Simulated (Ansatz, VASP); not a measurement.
# Two plane-wave programs on CoSn2

```
Co Sn
1.0
    -3.16943    3.16943    2.63635
     3.16943   -3.16943    2.63635
     3.16943    3.16943   -2.63635
Co Sn
2 4
Direct
  0.25000 0.25000 0.00000
  0.75000 0.75000 0.00000
  0.66948 0.16948 0.83896
  0.16948 0.33052 0.50000
  0.33052 0.83052 0.16104
  0.83052 0.66948 0.50000
```

Alike in both runs: functional PBEsol; k mesh 2 × 2 × 2; occupations gaussian, width 0.1 eV; no spin polarisation.

Ansatz relaxed the structure, and its values are those at the end. VASP's run is a single point on that final structure, the one shown.

```csv
,VASP,Ansatz
version,VASP 6.6.1,Ansatz 0.2.0
potentials or method,"VASP PAW PBE potentials, release 64 (Co, Sn_d), cutoff 520 eV","scalar-relativistic, plane waves, PAW"
valence electrons in the cell,74,90
```

```tsv
	VASP	Ansatz	Ansatz less VASP
gap on the k mesh at the Fermi level (eV)	none	none	-
pressure (GPa)	-0.1	0.0	+0.05
```

VASP's potentials were made for PBE, not for PBEsol. A gap of «none» marks a metal or a gap that the smearing closes. VASP's potentials hold 74 valence electrons a cell and Ansatz's 90, so a difference there can come from the potentials and not from the codes.

The k mesh is coarse, so the values compare programs but aren't converged.
